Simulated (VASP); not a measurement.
# MgO (Fm-3m) in VASP: single point with HSE06

Aim: the single point of MgO with HSE06.

All numbers are computed with VASP 6.6.1; they aren't measurements. Logs are shortened: lines on timing, memory, paths and dates and some standing lists are left out, and cuts for length are marked.

**1. The cell of the first run**

It takes space group Fm-3m (No. 225, cubic). Conventional cell: a = 4.212 Å, b = 4.212 Å, c = 4.212 Å, α = 90.00°, β = 90.00°, γ = 90.00°. Mg (site symmetry m-3m) has 6 O at 2.11 Å within 2.8 Å. O (site symmetry m-3m) has 6 Mg at 2.11 Å within 2.8 Å.

**2. Single point, HSE06**

POSCAR reads:

```
MgO
1.0
    0.0000000000      2.1060000000      2.1060000000
    2.1060000000      0.0000000000      2.1060000000
    2.1060000000      2.1060000000      0.0000000000
Mg O
1 1
Direct
    0.0000000000      0.0000000000      0.0000000000
    0.5000000000      0.5000000000      0.5000000000
```

INCAR.step1 reads:

```
PREC     = Accurate       # precision mode
ENCUT    = 520            # plane-wave cutoff, eV
EDIFF    = 1E-5           # SCF threshold, eV
ISMEAR   = 0              # smearing method
SIGMA    = 0.03           # smearing width, eV
LREAL    = False          # projectors in reciprocal space
LASPH    = True           # aspherical terms in the spheres
NELM     = 60             # most SCF steps
ALGO     = Normal         # electronic algorithm
ISIF     = 2              # what is computed and relaxed
LWAVE    = True           # write WAVECAR
LCHARG   = False          # write CHGCAR
GGA      = PE             # functional
NBANDS   = 11             # bands
```

INCAR.step2 reads:

```
PREC     = Accurate       # precision mode
ENCUT    = 520            # plane-wave cutoff, eV
EDIFF    = 1E-6           # SCF threshold, eV
ISMEAR   = 0              # smearing method
SIGMA    = 0.03           # smearing width, eV
LREAL    = False          # projectors in reciprocal space
LASPH    = True           # aspherical terms in the spheres
NELM     = 60             # most SCF steps
ALGO     = Normal         # electronic algorithm
ISIF     = 2              # what is computed and relaxed
LWAVE    = False          # write WAVECAR
LCHARG   = False          # write CHGCAR
GGA      = PE             # functional
LHFCALC  = True           # exact exchange
HFSCREEN = 0.2079         # screening, 1/A
PRECFOCK = Normal       
ISTART   = 1            
NBANDS   = 11             # bands
```

KPOINTS reads:

```
regular mesh
0
Gamma
  6 6 6
```

Potentials or basis: VASP PAW PBE potentials, release 64 (Mg, O).

Started as:

```console
$ cat potpaw_PBE.64/Mg/POTCAR potpaw_PBE.64/O/POTCAR > POTCAR
$ cp INCAR.step1 INCAR
$ mpirun -np 1 vasp_std > vasp.out
$ cp INCAR.step2 INCAR
$ mpirun -np 1 vasp_std > vasp.out
```

OUTCAR:

```text
PREC = Accurate
   ENCUT = 520
   EDIFF = 1E-6
   ISMEAR = 0
   LREAL = False
   LASPH = True
   NELM = 60
   ISIF = 2
   GGA = PE
   LHFCALC = True
   HFSCREEN = 0.2079
   PRECFOCK = Normal
   ISTART = 1

 ion  position               nearest neighbor table
   1  0.000  0.000  0.000-   2 2.11   2 2.11   2 2.11   2 2.11   2 2.11   2 2.11
   2  0.500  0.500  0.500-   1 2.11   1 2.11   1 2.11   1 2.11   1 2.11   1 2.11

  LATTYP: Found a face centered cubic cell.
 ALAT       =     4.2120000000

  Lattice vectors:

 A1 = (   0.0000000000,   2.1060000000,   2.1060000000)
 A2 = (   2.1060000000,   0.0000000000,   2.1060000000)
 A3 = (   2.1060000000,   2.1060000000,   0.0000000000)

Analysis of symmetry for initial positions (statically):
=====================================================================
 Subroutine PRICEL returns:
 Original cell was already a primitive cell.

 Routine SETGRP: Setting up the symmetry group for a
 face centered cubic supercell.

 Subroutine GETGRP returns: Found 48 space group operations
 (whereof 48 operations were pure point group operations)
 out of a pool of 48 trial point group operations.

The static configuration has the point symmetry O_h .

Analysis of symmetry for dynamics (positions and initial velocities):
=====================================================================
 Subroutine PRICEL returns:
 Original cell was already a primitive cell.

 Routine SETGRP: Setting up the symmetry group for a
 face centered cubic supercell.

 Subroutine GETGRP returns: Found 48 space group operations
 (whereof 48 operations were pure point group operations)
 out of a pool of 48 trial point group operations.

The dynamic configuration has the point symmetry O_h .

 Subroutine INISYM returns: Found 48 space group operations
 (whereof 48 operations are pure point group operations),
 and found     1 'primitive' translations

----------------------------------------------------------------------------------------

                                     Primitive cell

  volume of cell :      18.6812

  direct lattice vectors                    reciprocal lattice vectors
     0.000000000  2.106000000  2.106000000    -0.237416904  0.237416904  0.237416904
     2.106000000  0.000000000  2.106000000     0.237416904 -0.237416904  0.237416904
     2.106000000  2.106000000  0.000000000     0.237416904  0.237416904 -0.237416904

  length of vectors
     2.978333762  2.978333762  2.978333762     0.411218140  0.411218140  0.411218140

  position of ions in fractional coordinates (direct lattice)
     0.000000000  0.000000000  0.000000000
     0.500000000  0.500000000  0.500000000

  ion indices of the primitive-cell ions
   primitive index   ion index
                 1           1
                 2           2

----------------------------------------------------------------------------------------

 KPOINTS: regular mesh

Automatic generation of k-mesh.
 Grid dimensions read from file:
 generate k-points for:    6    6    6

 Generating k-lattice:

  Cartesian coordinates                     Fractional coordinates (reciprocal lattice)
    -0.039569484  0.039569484  0.039569484     0.166666667  0.000000000  0.000000000
     0.039569484 -0.039569484  0.039569484     0.000000000  0.166666667  0.000000000
     0.039569484  0.039569484 -0.039569484     0.000000000  0.000000000  0.166666667

  Length of vectors
     0.068536357  0.068536357  0.068536357

  Shift w.r.t. Gamma in fractional coordinates (k-lattice)
     0.000000000  0.000000000  0.000000000

 Subroutine IBZKPT returns following result:
 ===========================================

 Found     16 irreducible k-points:

 Following reciprocal coordinates:
            Coordinates               Weight
  0.000000  0.000000  0.000000      1.000000
  0.166667  0.000000  0.000000      8.000000
  0.333333  0.000000  0.000000      8.000000
  0.500000  0.000000  0.000000      4.000000
  0.166667  0.166667  0.000000      6.000000
  0.333333  0.166667  0.000000     24.000000
[... 8 lines left out ...]
 -0.333333  0.333333  0.166667     24.000000
 -0.333333  0.500000  0.166667     12.000000
   k-points           NKPTS =     16   k-points in BZ     NKDIM =    216   number of bands    NBANDS=     11
   number of dos      NEDOS =    301   number of ions     NIONS =      2
   total plane-waves  NPLWV =  13824
   dimension x,y,z NGX =    24 NGY =   24 NGZ =   24
   dimension x,y,z NGXF=    48 NGYF=   48 NGZF=   48
   ions per type =               1   1
   NGX,Y,Z   is equivalent  to a cutoff of  13.40, 13.40, 13.40 a.u.
   NGXF,Y,Z  is equivalent  to a cutoff of  26.79, 26.79, 26.79 a.u.
 SYSTEM =  unknown system
   PREC   = accura    normal or accurate (medium, high low for compatibility)
   ISTART =      1    job   : 0-new  1-cont  2-samecut
   ICHARG =      0    charge: 1-file 2-atom 10-const
   ISPIN  =      1    spin polarized calculation?
   LNONCOLLINEAR =      F non collinear calculations
   LSORBIT =      F    spin-orbit coupling
   LASPH  =      T    aspherical Exc in radial PAW
   ENCUT  =  520.0 eV  38.22 Ry    6.18 a.u.   5.54  5.54  5.54*2*pi/ulx,y,z
   NELM   =     60;   NELMIN=  2; NELMDL=  0     # of ELM steps
   EDIFF  = 0.1E-05   stopping-criterion for ELM
   LREAL  =      F    real-space projection
   EDIFFG = 0.1E-04   stopping-criterion for IOM
   NSW    =      0    number of steps for IOM
   IBRION =     -1    ionic relax: 0-MD 1-quasi-New 2-CG
   NFREE  =      0    steps in history (QN), initial steepest desc. (CG)
   ISIF   =      2    stress and relaxation
   ISYM   =      3    0-nonsym 1-usesym 2-fastsym
   POTIM  = 0.5000    time-step for ionic-motion
   TEBEG  =    0.0;   TEEND  =   0.0 temperature during run
   PSTRESS=    0.0 pullay stress
   NELECT =       8.0000    total number of electrons
   NUPDOWN=      -1.0000    fix difference up-down
   EMIN   =  10.00;   EMAX   =-10.00  energy-range for DOS
   EFERMI =   0.00;   METHOD = LEGACY
   ISMEAR =     0;   SIGMA  =   0.03  broadening in eV -4-tet -1-fermi 0-gaus
   EFERMI_NEDOS =   21; number of points for ismear=-14 and -15
   IALGO  =     38    algorithm
   IMIX   =      1    mixing-type and parameters
     AMIX     =   0.40;   BMIX     =  1.00
     AMIX_MAG =   1.60;   BMIX_MAG =  1.00
  volume/ion in A,a.u.               =       9.34        63.03
  Fermi-wavevector in a.u.,A,eV,Ry     =   1.233966  2.331857 20.717205  1.522672
  Thomas-Fermi vector in A             =   2.368675
   LORBIT       =      0    0 simple, 1 ext, 2 COOP (PROOUT), +10 PAW based schemes
   GGA     = PE    functional components
   LHFCALC =     T    Hartree Fock is set to
   PRECFOCK=normal    Normal, Fast or Accurate (Low or Medium for compatibility)
   ENCUT4O =  -1.0   cutoff for four orbital integrals eV
   NKREDX  =     1    reduce k-point grid by
   NKREDY  =     1    reduce k-point grid by
   NKREDZ  =     1    reduce k-point grid by
   AEXX    =    0.2500 exact exchange contribution
   HFSCREEN=    0.2079 screening length (either q_TF or 0.3 A-1)
   HFSCREENC=   0.2079 screening length for correlation (either q_TF or 0.3 A-1)
   ENCUTFOCK=  -1.0 apply spherical cutoff to Coloumb kernel
   IVDW    =     0    specifies the selected vdW correction
   LEPSILON=     F    determine dielectric tensor
   LRPA    =     F    only Hartree local field effects (RPA)
 non-spin polarized calculation
 Gauss-broadening in eV      SIGMA  =   0.03
  energy-cutoff  :      520.00
  volume of cell :       18.68
 maximum number of plane-waves:       531
 NGX is ok and might be reduce to    24
  NGX = 18; NGY = 18; NGZ = 18

 number of electron       8.0000005 magnetization

 Free energy of the ion-electron system (eV)
  ---------------------------------------------------
  ext. energy  EPLUGINS =         0.00000000
  ---------------------------------------------------
  free energy    TOTEN  =       -14.20937960 eV

  energy without entropy =      -14.20937960  energy(sigma->0) =      -14.20937960

 E-fermi :   2.0836     XC(G=0):  -9.0972

 val. band max:        1.9415895612   @ k =   0.0000   0.0000   0.0000
 cond. band min:       8.3798434912   @ k =   0.0000   0.0000   0.0000
 fundamental gap:      6.4382539301
 Fermi energy:         2.0836443305

 k-point     1 :       0.0000    0.0000    0.0000
  band No.  band energies     occupation
      1     -16.8820      2.00000
      2       1.9416      2.00000
      3       1.9416      2.00000
      4       1.9416      2.00000
      5       8.3798      0.00000
      6      19.6915      0.00000
      7      19.6915      0.00000
      8      19.6915      0.00000
      9      23.6195      0.00000
     10      25.5534      0.00000
     11      25.5534      0.00000

 k-point     2 :       0.1667    0.0000    0.0000
  band No.  band energies     occupation
      1     -16.5844      2.00000
      2       0.3768      2.00000
      3       1.7519      2.00000
      4       1.7519      2.00000
      5       9.8457      0.00000
      6      17.3392      0.00000
      7      20.2997      0.00000
      8      20.2997      0.00000
      9      24.2652      0.00000
     10      24.2652      0.00000
     11      26.3955      0.00000

 k-point     3 :       0.3333    0.0000    0.0000
  band No.  band energies     occupation
      1     -15.9172      2.00000
      2      -1.9599      2.00000
      3       1.3966      2.00000
      4       1.3966      2.00000
      5      11.4150      0.00000
      6      16.3499      0.00000
      7      20.5313      0.00000
      8      20.5313      0.00000
      9      25.0283      0.00000
     10      25.0283      0.00000
     11      25.5513      0.00000
[... 155 lines left out ...]
 k-point    15 :      -0.3333    0.3333    0.1667
  band No.  band energies     occupation
      1     -15.2927      2.00000
      2      -1.8911      2.00000
      3      -0.6985      2.00000
      4       0.5746      2.00000
      5      14.4461      0.00000
      6      15.9673      0.00000
      7      16.6833      0.00000
      8      20.5882      0.00000
      9      24.8865      0.00000
     10      26.2209      0.00000
     11      32.0931      0.00000

 k-point    16 :      -0.3333    0.5000    0.1667
  band No.  band energies     occupation
      1     -15.2202      2.00000
      2      -1.8736      2.00000
      3      -0.4637      2.00000
      4       0.1482      2.00000
      5      14.3547      0.00000
      6      15.3198      0.00000
      7      16.5632      0.00000
      8      20.6253      0.00000
      9      24.4611      0.00000
     10      28.8224      0.00000
     11      30.5026      0.00000

------------------------ aborting loop because EDIFF is reached ----------------------------------------

  FORCE on cell =-STRESS in cart. coord.  units (eV):
  Direction    XX          YY          ZZ          XY          YZ          ZX
  --------------------------------------------------------------------------------------
  -------------------------------------------------------------------------------------
  Total       -0.1807119     -0.1807119     -0.1807119      0.0000000     -0.0000000      0.0000000
  in kB      -15.4985930    -15.4985930    -15.4985930      0.0000000     -0.0000000      0.0000000
  external PRESSURE =     -15.4985930 kB  Pullay stress =       0.0000000 kB

 VOLUME and BASIS-vectors are now :
 -----------------------------------------------------------------------------
  energy-cutoff  :      520.00
  volume of cell :       18.68
      direct lattice vectors                 reciprocal lattice vectors
     0.000000000  2.106000000  2.106000000    -0.237416904  0.237416904  0.237416904
     2.106000000  0.000000000  2.106000000     0.237416904 -0.237416904  0.237416904
     2.106000000  2.106000000  0.000000000     0.237416904  0.237416904 -0.237416904

 POSITION                                       TOTAL-FORCE (eV/Angst)
 -----------------------------------------------------------------------------------
      0.00000      0.00000      0.00000         0.000000      0.000000      0.000000
      2.10600      2.10600      2.10600        -0.000000      0.000000     -0.000000
 -----------------------------------------------------------------------------------
    total drift:                               -0.000024     -0.000032     -0.000032

  FREE ENERGIE OF THE ION-ELECTRON SYSTEM (eV)
  ---------------------------------------------------
  free  energy   TOTEN  =       -14.2093796018 eV

  energy  without entropy=      -14.2093796018  energy(sigma->0) =      -14.20937960
```

Run time: 7.7 min. Hardware: 1 thread of AMD EPYC 7R43 (Zen 3), shared host; peak memory 0.21 GiB.

Results:

```
Free energy            : -14.2094 eV
Pressure               : -1.5 GPa
Band gap on the k mesh : 6.44 eV
```

Levels at points of the mesh, in eV from the valence-band top:
| k point | band 2 | band 3 | band 4 | band 5 | band 6 | band 7 |
| --- | --- | --- | --- | --- | --- | --- |
| (0.00, 0.00, 0.00) | 0.00 | 0.00 | 0.00 | 6.44 | 17.75 | 17.75 |
| (0.50, 0.00, 0.00) | -4.93 | -0.71 | -0.71 | 9.67 | 14.86 | 18.32 |
| (0.50, 0.50, 0.00) | -4.38 | -1.47 | -1.47 | 10.85 | 11.85 | 15.36 |

Caveat: the k points lie up to 0.43 Å⁻¹ apart; the PAW data sets were made with another functional, which shifts forces and pressure a little.
